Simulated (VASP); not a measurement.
# P4Ir (Pm-3m) in VASP: a series of runs

The runs below take P4Ir through single point, relaxation of cell and atoms, with PBE.

Program: VASP 6.6.1. These are calculated values, not measurements. Logs are shortened: lines on timing, memory, paths and dates and some standing lists are left out, and cuts for length are marked.

## (1) The cell of the first run

The structure is cubic, space group Pm-3m (No. 221). The conventional cell has a = 4.585 Å, b = 4.585 Å, c = 4.585 Å, α = 90.00°, β = 90.00°, γ = 90.00°. P (site symmetry m-3m) has 12 P at 3.24 Å and 8 Ir at 3.97 Å within 4.3 Å. P (site symmetry 4/mmm) has 2 Ir at 2.29 Å within 3.0 Å. Ir (site symmetry m-3m) has 6 P at 2.29 Å within 3.0 Å.

## (2) Single point, PBE

Input file INCAR:

```
PREC = Accurate
ENCUT = 520
EDIFF = 1E-6
ISMEAR = 0
SIGMA = 0.1
LREAL = F
LASPH = T
NELM = 80
ALGO = Normal
ISIF = 2
LWAVE = F
LCHARG = T
GGA = PE
LELF = T
LVHAR = T
NBANDS = 22
```

Input file KPOINTS:

```
regular mesh
0
Gamma
  4 4 4
```

Input file POSCAR:

```
P4Ir
1.0
    4.5850040500      0.0000000000      0.0000000000
    0.0000000000      4.5850040500      0.0000000000
    0.0000000000      0.0000000000      4.5850040500
P Ir
4 1
Direct
    0.0000000000      0.0000000000      0.0000000000
    0.5000000000      0.5000000000      0.0000000000
    0.5000000000      0.0000000000      0.5000000000
    0.0000000000      0.5000000000      0.5000000000
    0.5000000000      0.5000000000      0.5000000000
```

Potentials or basis: VASP PAW PBE potentials, release 64 (P, Ir).

Command:

```console
cat potpaw_PBE.64/P/POTCAR potpaw_PBE.64/Ir/POTCAR > POTCAR
mpirun -np 1 vasp_std > vasp.out
```

OUTCAR:

```text
PREC = Accurate
   ENCUT = 520
   EDIFF = 1E-6
   ISMEAR = 0
   LREAL = F
   LASPH = T
   NELM = 80
   ISIF = 2
   GGA = PE

 ion  position               nearest neighbor table
   1  0.000  0.000  0.000-
   2  0.500  0.500  0.000-   5 2.29   5 2.29
   3  0.500  0.000  0.500-   5 2.29   5 2.29
   4  0.000  0.500  0.500-   5 2.29   5 2.29
   5  0.500  0.500  0.500-   2 2.29   3 2.29   4 2.29   2 2.29   3 2.29   4 2.29

  LATTYP: Found a simple cubic cell.
 ALAT       =     4.5850040500

  Lattice vectors:

 A1 = (   4.5850040500,   0.0000000000,   0.0000000000)
 A2 = (   0.0000000000,   4.5850040500,   0.0000000000)
 A3 = (   0.0000000000,   0.0000000000,   4.5850040500)

Analysis of symmetry for initial positions (statically):
=====================================================================
 Subroutine PRICEL returns:
 Original cell was already a primitive cell.

 Routine SETGRP: Setting up the symmetry group for a
 simple cubic supercell.

 Subroutine GETGRP returns: Found 48 space group operations
 (whereof 48 operations were pure point group operations)
 out of a pool of 48 trial point group operations.

The static configuration has the point symmetry O_h .

Analysis of symmetry for dynamics (positions and initial velocities):
=====================================================================
 Subroutine PRICEL returns:
 Original cell was already a primitive cell.

 Routine SETGRP: Setting up the symmetry group for a
 simple cubic supercell.

 Subroutine GETGRP returns: Found 48 space group operations
 (whereof 48 operations were pure point group operations)
 out of a pool of 48 trial point group operations.

The dynamic configuration has the point symmetry O_h .

 Subroutine INISYM returns: Found 48 space group operations
 (whereof 48 operations are pure point group operations),
 and found     1 'primitive' translations

----------------------------------------------------------------------------------------

                                     Primitive cell

  volume of cell :      96.3872

  direct lattice vectors                    reciprocal lattice vectors
     4.585004050  0.000000000  0.000000000     0.218102316  0.000000000  0.000000000
     0.000000000  4.585004050  0.000000000     0.000000000  0.218102316  0.000000000
     0.000000000  0.000000000  4.585004050     0.000000000  0.000000000  0.218102316

  length of vectors
     4.585004050  4.585004050  4.585004050     0.218102316  0.218102316  0.218102316

  position of ions in fractional coordinates (direct lattice)
     0.000000000  0.000000000  0.000000000
     0.500000000  0.500000000  0.000000000
     0.500000000  0.000000000  0.500000000
     0.000000000  0.500000000  0.500000000
     0.500000000  0.500000000  0.500000000

  ion indices of the primitive-cell ions
   primitive index   ion index
                 1           1
                 2           2
                 3           3
                 4           4
                 5           5

----------------------------------------------------------------------------------------

 KPOINTS: regular mesh

Automatic generation of k-mesh.
 Grid dimensions read from file:
 generate k-points for:    4    4    4

 Generating k-lattice:

  Cartesian coordinates                     Fractional coordinates (reciprocal lattice)
     0.054525579  0.000000000  0.000000000     0.250000000  0.000000000  0.000000000
     0.000000000  0.054525579  0.000000000     0.000000000  0.250000000  0.000000000
     0.000000000  0.000000000  0.054525579     0.000000000  0.000000000  0.250000000

  Length of vectors
     0.054525579  0.054525579  0.054525579

  Shift w.r.t. Gamma in fractional coordinates (k-lattice)
     0.000000000  0.000000000  0.000000000

 Subroutine IBZKPT returns following result:
 ===========================================

 Found     10 irreducible k-points:

 Following reciprocal coordinates:
            Coordinates               Weight
  0.000000  0.000000  0.000000      1.000000
  0.250000  0.000000  0.000000      6.000000
  0.500000  0.000000  0.000000      3.000000
  0.250000  0.250000  0.000000     12.000000
  0.500000  0.250000  0.000000     12.000000
  0.500000  0.500000  0.000000      3.000000
  0.250000  0.250000  0.250000      8.000000
  0.500000  0.250000  0.250000     12.000000
  0.500000  0.500000  0.250000      6.000000
  0.500000  0.500000  0.500000      1.000000
   k-points           NKPTS =     10   k-points in BZ     NKDIM =     10   number of bands    NBANDS=     22
   number of dos      NEDOS =    301   number of ions     NIONS =      5
   total plane-waves  NPLWV =  46656
   dimension x,y,z NGX =    36 NGY =   36 NGZ =   36
   dimension x,y,z NGXF=    72 NGYF=   72 NGZF=   72
   ions per type =               4   1
   NGX,Y,Z   is equivalent  to a cutoff of  13.05, 13.05, 13.05 a.u.
   NGXF,Y,Z  is equivalent  to a cutoff of  26.11, 26.11, 26.11 a.u.
 SYSTEM =  unknown system
   PREC   = accura    normal or accurate (medium, high low for compatibility)
   ISTART =      0    job   : 0-new  1-cont  2-samecut
   ICHARG =      2    charge: 1-file 2-atom 10-const
   ISPIN  =      1    spin polarized calculation?
   LNONCOLLINEAR =      F non collinear calculations
   LSORBIT =      F    spin-orbit coupling
   LASPH  =      T    aspherical Exc in radial PAW
   ENCUT  =  520.0 eV  38.22 Ry    6.18 a.u.   8.53  8.53  8.53*2*pi/ulx,y,z
   NELM   =     80;   NELMIN=  2; NELMDL= -5     # of ELM steps
   EDIFF  = 0.1E-05   stopping-criterion for ELM
   LREAL  =      F    real-space projection
   EDIFFG = 0.1E-04   stopping-criterion for IOM
   NSW    =      0    number of steps for IOM
   IBRION =     -1    ionic relax: 0-MD 1-quasi-New 2-CG
   NFREE  =      0    steps in history (QN), initial steepest desc. (CG)
   ISIF   =      2    stress and relaxation
   ISYM   =      2    0-nonsym 1-usesym 2-fastsym
   POTIM  = 0.5000    time-step for ionic-motion
   TEBEG  =    0.0;   TEEND  =   0.0 temperature during run
   PSTRESS=    0.0 pullay stress
   NELECT =      29.0000    total number of electrons
   NUPDOWN=      -1.0000    fix difference up-down
   EMIN   =  10.00;   EMAX   =-10.00  energy-range for DOS
   EFERMI =   0.00;   METHOD = LEGACY
   ISMEAR =     0;   SIGMA  =   0.10  broadening in eV -4-tet -1-fermi 0-gaus
   EFERMI_NEDOS =   21; number of points for ismear=-14 and -15
   IALGO  =     38    algorithm
   IMIX   =      4    mixing-type and parameters
     AMIX     =   0.40;   BMIX     =  1.00
     AMIX_MAG =   1.60;   BMIX_MAG =  1.00
  volume/ion in A,a.u.               =      19.28       130.09
  Fermi-wavevector in a.u.,A,eV,Ry     =   1.096986  2.073003 16.372957  1.203378
  Thomas-Fermi vector in A             =   2.233338
   LORBIT       =      0    0 simple, 1 ext, 2 COOP (PROOUT), +10 PAW based schemes
   GGA     = PE    functional components
   LHFCALC =     F    Hartree Fock is set to
   AEXX    =    0.0000 exact exchange contribution
   IVDW    =     0    specifies the selected vdW correction
   LEPSILON=     F    determine dielectric tensor
   LRPA    =     F    only Hartree local field effects (RPA)
 non-spin polarized calculation
 Gauss-broadening in eV      SIGMA  =   0.10
  energy-cutoff  :      520.00
  volume of cell :       96.39
 maximum number of plane-waves:      2624
 NGX is ok and might be reduce to    36
   NGX = 17   NGY = 17   NGZ = 17

 number of electron      28.9999997 magnetization

 Free energy of the ion-electron system (eV)
  ---------------------------------------------------
  ext. energy  EPLUGINS =         0.00000000
  ---------------------------------------------------
  free energy    TOTEN  =       -25.49866672 eV

  energy without entropy =      -25.44840600  energy(sigma->0) =      -25.47353636

 E-fermi :   6.0375     XC(G=0): -10.4078

 val. band max:        6.0254705980   @ k =   0.2500   0.0000   0.0000
 cond. band min:       6.0589716466   @ k =   0.5000   0.2500   0.2500
 fundamental gap:      0.0335010487
 Fermi energy:         6.0374910960

 k-point     1 :       0.0000    0.0000    0.0000
  band No.  band energies     occupation
      1      -7.4575      2.00000
      2      -4.6245      2.00000
      3      -4.6245      2.00000
      4      -2.2898      2.00000
      5       1.2744      2.00000
      6       1.2744      2.00000
[... 14 lines left out ...]
     21       8.7440      0.00000
     22       9.1158      0.00000

 k-point     2 :       0.2500    0.0000    0.0000
  band No.  band energies     occupation
      1      -7.0969      2.00000
      2      -4.7078      2.00000
      3      -4.5899      2.00000
      4      -2.5112      2.00000
      5       0.4755      2.00000
      6       1.0989      2.00000
[... 14 lines left out ...]
     21       8.4423      0.00000
     22      10.8435      0.00000

 k-point     3 :       0.5000    0.0000    0.0000
  band No.  band energies     occupation
      1      -6.5350      2.00000
      2      -5.1577      2.00000
      3      -4.5544      2.00000
      4      -2.1647      2.00000
      5      -0.8237      2.00000
      6       0.9419      2.00000
[... 14 lines left out ...]
     21       8.3566      0.00000
     22      12.9018      0.00000
[... 126 lines left out ...]
 k-point     9 :       0.5000    0.5000    0.2500
  band No.  band energies     occupation
      1      -5.1153      2.00000
      2      -4.3382      2.00000
      3      -4.3382      2.00000
      4      -3.1514      2.00000
      5      -1.3413      2.00000
      6      -0.5132      2.00000
[... 14 lines left out ...]
     21      13.2681      0.00000
     22      13.2681      0.00000

 k-point    10 :       0.5000    0.5000    0.5000
  band No.  band energies     occupation
      1      -4.2032      2.00000
      2      -4.2032      2.00000
      3      -4.2032      2.00000
      4      -2.8772      2.00000
      5      -2.0180      2.00000
      6      -0.5040      2.00000
[... 14 lines left out ...]
     21      12.5390      0.00000
     22      12.5390      0.00000

------------------------ aborting loop because EDIFF is reached ----------------------------------------

  FORCE on cell =-STRESS in cart. coord.  units (eV):
  Direction    XX          YY          ZZ          XY          YZ          ZX
  --------------------------------------------------------------------------------------
  -------------------------------------------------------------------------------------
  Total        0.7314829      0.7314829      0.7314829     -0.0000000      0.0000000     -0.0000000
  in kB       12.1589360     12.1589360     12.1589360     -0.0000000      0.0000000     -0.0000000
  external PRESSURE =      12.1589360 kB  Pullay stress =       0.0000000 kB

 VOLUME and BASIS-vectors are now :
 -----------------------------------------------------------------------------
  energy-cutoff  :      520.00
  volume of cell :       96.39
      direct lattice vectors                 reciprocal lattice vectors
     4.585004050  0.000000000  0.000000000     0.218102316  0.000000000  0.000000000
     0.000000000  4.585004050  0.000000000     0.000000000  0.218102316  0.000000000
     0.000000000  0.000000000  4.585004050     0.000000000  0.000000000  0.218102316

 POSITION                                       TOTAL-FORCE (eV/Angst)
 -----------------------------------------------------------------------------------
      0.00000      0.00000      0.00000         0.000000      0.000000      0.000000
      2.29250      2.29250      0.00000         0.000000      0.000000      0.000000
      2.29250      0.00000      2.29250         0.000000      0.000000      0.000000
      0.00000      2.29250      2.29250         0.000000      0.000000      0.000000
      2.29250      2.29250      2.29250         0.000000      0.000000      0.000000
 -----------------------------------------------------------------------------------
    total drift:                                0.000000      0.000000      0.000000

  FREE ENERGIE OF THE ION-ELECTRON SYSTEM (eV)
  ---------------------------------------------------
  free  energy   TOTEN  =       -25.4986667248 eV

  energy  without entropy=      -25.4484060023  energy(sigma->0) =      -25.47353636
```

It took 26 s on 1 thread of Intel Xeon Platinum 8375C at 2.90GHz (Ice Lake), shared host; peak memory 0.21 GiB.

What came out:

* Free energy: -25.4987 eV
* Pressure: 1.2 GPa

Caveat: spin-orbit coupling is left out, which moves the levels of the heavy elements.

## (3) Single point, PBE

This run uses another cell than the first one, of 19.36 Å³/atom, 1.005 times its volume.

Input file INCAR:

```
PREC = Accurate ; ENCUT = 520
EDIFF = 1E-6 ; ISMEAR = 0
SIGMA = 0.1 ; LREAL = False
LASPH = True ; NELM = 60
ALGO = Normal ; ISIF = 2
LWAVE = False ; LCHARG = True
GGA = PE ; LELF = True
LVHAR = True ; NBANDS = 22
```

Input file KPOINTS:

```
Automatic mesh
0
Gamma
  8 8 8
```

Changes to POSCAR since step 2:

```diff
@@ -2,5 +2,5 @@
 1.0
-    4.5850040500      0.0000000000      0.0000000000
-    0.0000000000      4.5850040500      0.0000000000
-    0.0000000000      0.0000000000      4.5850040500
+    4.5919118906      0.0000000000      0.0000000000
+    0.0000000000      4.5919118906      0.0000000000
+    0.0000000000      0.0000000000      4.5919118906
 P Ir
```

Potentials or basis: VASP PAW PBE potentials, release 64 (P, Ir).

Command:

```console
cat potpaw_PBE.64/P/POTCAR potpaw_PBE.64/Ir/POTCAR > POTCAR
mpirun -np 1 vasp_std > vasp.out
```

Wall time 80 s (1 thread of Intel Xeon Platinum 8375C at 2.90GHz (Ice Lake), shared host); peak memory 0.24 GiB.

The run converged. Its results:

```yaml
Free_energy: -25.6713 eV
Pressure: 0.3 GPa
```

Levels at points of the mesh, in eV from the Fermi level:
| k point | band 11 | band 12 | band 13 | band 14 | band 15 | band 16 | band 17 | band 18 |
| --- | --- | --- | --- | --- | --- | --- | --- | --- |
| (0.00, 0.00, 0.00) | -1.15 | -1.15 | -0.58 | -0.58 | -0.58 | -0.43 | -0.43 | -0.43 |
| (0.50, 0.00, 0.00) | -1.54 | -1.22 | -0.99 | -0.92 | -0.92 | -0.82 | 0.26 | 0.26 |
| (0.50, 0.50, 0.00) | -2.71 | -2.71 | -0.90 | 0.01 | 0.26 | 0.76 | 0.76 | 1.64 |
| (0.50, 0.50, 0.50) | -1.58 | -1.58 | -1.58 | 1.75 | 1.75 | 1.75 | 3.17 | 3.17 |

Caveat: spin-orbit coupling is left out, which moves the levels of the heavy elements.

## (4) Relaxation of cell and atoms, PBE

Input file INCAR:

```
PREC = Accurate ; ENCUT = 600
EDIFF = 1E-6 ; ISMEAR = 0
SIGMA = 0.1 ; LREAL = False
LASPH = True ; NELM = 80
ALGO = Normal ; ISIF = 3
LWAVE = False ; LCHARG = False
GGA = PE ; IBRION = 2
NSW = 100 ; EDIFFG = -0.01
```

Input file KPOINTS:

```
regular mesh
0
Gamma
  8 8 8
```

Changes to POSCAR since step 3:

```diff
@@ -2,5 +2,5 @@
 1.0
-    4.5919118906      0.0000000000      0.0000000000
-    0.0000000000      4.5919118906      0.0000000000
-    0.0000000000      0.0000000000      4.5919118906
+    4.5850040500      0.0000000000      0.0000000000
+    0.0000000000      4.5850040500      0.0000000000
+    0.0000000000      0.0000000000      4.5850040500
 P Ir
```

Command:

```console
cat potpaw_PBE.64/P/POTCAR potpaw_PBE.64/Ir/POTCAR > POTCAR
mpirun -np 1 vasp_std > vasp.out
```

It took 4 min on 1 thread of Intel Xeon Platinum 8375C at 2.90GHz (Ice Lake), shared host; peak memory 0.28 GiB.

Results (log left out):

```
Free energy                            : -25.6720 eV
Relaxed volume                         : 19.43 Å³/atom
Relaxed cell                           : a = 4.597 Å, b = 4.597 Å, c = 4.597 Å, α = 90.00°, β = 90.00°, γ = 90.00°
Space group after relaxing (to 0.05 Å) : Pm-3m (No. 221)
Energy gained by relaxing              : 0.4 meV/atom
Ionic steps                            : 3
Pressure after relaxing                : 0.0 GPa
```

The path:
| step | energy change (eV) | largest force (eV/Å) | pressure (GPa) | volume (Å³) |
| --- | --- | --- | --- | --- |
| 1 | 0.0000 | 0.0000 | 0.84 | 96.39 |
| 2 | -0.0006 | 0.0000 | -0.66 | 97.80 |
| 3 | -0.0020 | 0.0000 | 0.00 | 97.16 |

Final structure:
```
P Ir
1.0
     4.59717    0.00000    0.00000
     0.00000    4.59717    0.00000
     0.00000    0.00000    4.59717
P Ir
4 1
Direct
  0.00000 0.00000 0.00000
  0.50000 0.50000 0.00000
  0.50000 0.00000 0.50000
  0.00000 0.50000 0.50000
  0.50000 0.50000 0.50000
```

Levels at points of the mesh, in eV from the Fermi level:
```
           k point  band 11  band 12  band 13  band 14  band 15  band 16  band 17  band 18
(0.00, 0.00, 0.00)    -1.15    -1.15    -0.58    -0.58    -0.58    -0.43    -0.43    -0.43
(0.50, 0.00, 0.00)    -1.53    -1.21    -0.99    -0.92    -0.92    -0.82     0.25     0.25
(0.50, 0.50, 0.00)    -2.70    -2.70    -0.89     0.01     0.26     0.76     0.76     1.63
(0.50, 0.50, 0.50)    -1.57    -1.57    -1.57     1.75     1.75     1.75     3.16     3.16
```

Caveat: the bands computed are all filled at some k points, so no gap is given; spin-orbit coupling is left out, which moves the levels of the heavy elements.

## (5) The runs side by side

```csv
task,cell,k mesh,cutoff (eV),gap on the mesh (eV),pressure (GPa)
single point,"a = 4.585 Å, 5 atoms",4 × 4 × 4,520,none,1.2
single point,"a = 4.592 Å, 5 atoms",8 × 8 × 8,520,none,0.3
relaxation of cell and atoms,"relaxed from a = 4.585 Å, 5 atoms",8 × 8 × 8,600,-,0.0
```

Alike in all rows: level PBE; potentials or basis VASP PAW PBE potentials, release 64 (P, Ir); no spin polarisation; smearing gaussian 0.1 eV.

Caveats: spin-orbit coupling is left out, which moves the levels of the heavy elements; the bands computed are all filled at some k points, so no gap is given (some runs).

Total energies depend on the potentials used, so only differences within one code and one set of settings carry meaning.
